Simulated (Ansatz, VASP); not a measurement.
## B2SbP3 in VASP and in Ansatz

```
CELL_PARAMETERS angstrom
4.50961 0.00000 0.00000
0.00000 4.50961 0.00000
0.00000 0.00000 5.54848
ATOMIC_POSITIONS crystal
B 0.00000 0.50000 0.00000
B 0.50000 0.00000 0.00000
Sb 0.00000 0.00000 0.50000
P 0.00000 0.50000 0.50000
P 0.50000 0.00000 0.50000
P 0.50000 0.50000 0.50000
```

Alike in both runs: task single point; functional PBE; k mesh 4 × 4 × 4; occupations gaussian, width 0.1 eV; no spin polarisation.

|  | VASP | Ansatz |
| --- | --- | --- |
| version | VASP 6.6.1 | Ansatz 0.2.0 |
| potentials or method | VASP PAW PBE potentials, release 64 (B, Sb, P), cutoff 520 eV | scalar-relativistic, plane waves, PAW |
| valence electrons in the cell | 26 | 36 |

VASP gave:

| Item | Value |
| --- | --- |
| gap on the k mesh at the Fermi level (eV) | none |
| pressure (GPa) | 17.5 |
| traceless stress, the component that is largest in VASP (GPa) | -30.52 |

**Question.** Which values does Ansatz return?

**Answer.** gap on the k mesh at the Fermi level (eV): none; pressure (GPa): 17.1; traceless stress, the component that is largest in VASP (GPa): -29.99.

A gap of «none» marks a metal or a gap that the smearing closes. VASP's potentials hold 26 valence electrons a cell and Ansatz's 36, so a difference there can come from the potentials and not from the codes.

Neither program's run includes spin-orbit coupling.
